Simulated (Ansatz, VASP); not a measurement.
**Si2N: VASP beside Ansatz**

```
Si N
1.0
     4.89971    0.00000   -0.00387
     0.00000    2.77967    0.00000
    -1.35258    0.00000    5.45115
Si N
4 2
Direct
  0.26058 0.00000 0.06001
  0.25741 0.50000 0.58818
  0.73942 0.00000 0.93999
  0.74259 0.50000 0.41182
  0.65147 0.50000 0.72012
  0.34853 0.50000 0.27988
```

Change from the starting cell: the structure that the rattled cell fell into.

Alike in both runs: functional PBE; k mesh 8 × 14 × 8; occupations gaussian, width 0.1 eV; no spin polarisation.

Ansatz relaxed the structure, and its values are those at the end. VASP's run is a single point on that final structure, the one shown.

|  | VASP | Ansatz |
| --- | --- | --- |
| version | VASP 6.6.1 | Ansatz 0.2.0 |
| potentials or method | VASP PAW PBE potentials, release 64 (Si, N), cutoff 520 eV | scalar-relativistic, plane waves, PAW |
| valence electrons in the cell | 26 | 26 |

```tsv
	VASP	Ansatz	Ansatz less VASP
gap on the k mesh at the Fermi level (eV)	none	none	-
pressure (GPa)	-0.1	0.0	+0.10
rms of the force components (eV/Å)	0.009	0.001	-0.0077
```

A gap of «none» marks a metal or a gap that the smearing closes.
